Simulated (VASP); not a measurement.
In2Sb2Cl, 5 atoms in the cell. The cell holds a slab with vacuum, 5 atoms: a = 4.629 Å, b = 4.629 Å, c = 22.015 Å, α = 90.00°, β = 90.00°, γ = 120.00°. 

| Property | Result |
| --- | --- |
| Program | VASP 6.6.1 |
| Task | single point |
| Functional | PBE |
| Dispersion | D3(BJ) |
| Potentials or basis | VASP PAW PBE potentials, release 64 (Sb, In_d, Cl) |
| Cutoff | 520 eV |
| k mesh | 6 × 6 × 1 |
| Occupations | gaussian, width 0.1 eV |
| Spin | no spin polarisation |
| Dipole correction | yes |
| Further INCAR settings | ALGO = Normal; EDIFF = 1e-06; NBANDS = 30 |

Potentials or basis: VASP PAW PBE potentials, release 64 (Sb, In_d, Cl).

The run is started by

```console
$ cat potpaw_PBE.64/Sb/POTCAR potpaw_PBE.64/In_d/POTCAR potpaw_PBE.64/Cl/POTCAR > POTCAR
$ mpirun -np 1 vasp_std > vasp.out
```

Hardware: 1 thread of Intel(R) Xeon(R) Platinum 8375C CPU @ 2.90GHz (Ice Lake), with other jobs on the host.

Q: Estimate the wall time of this run.

A: It took 5 min on 1 thread of Intel(R) Xeon(R) Platinum 8375C CPU @ 2.90GHz (Ice Lake), with other jobs on the host, peak memory 0.61 GiB. Counts: scf iterations 31, k points 13.
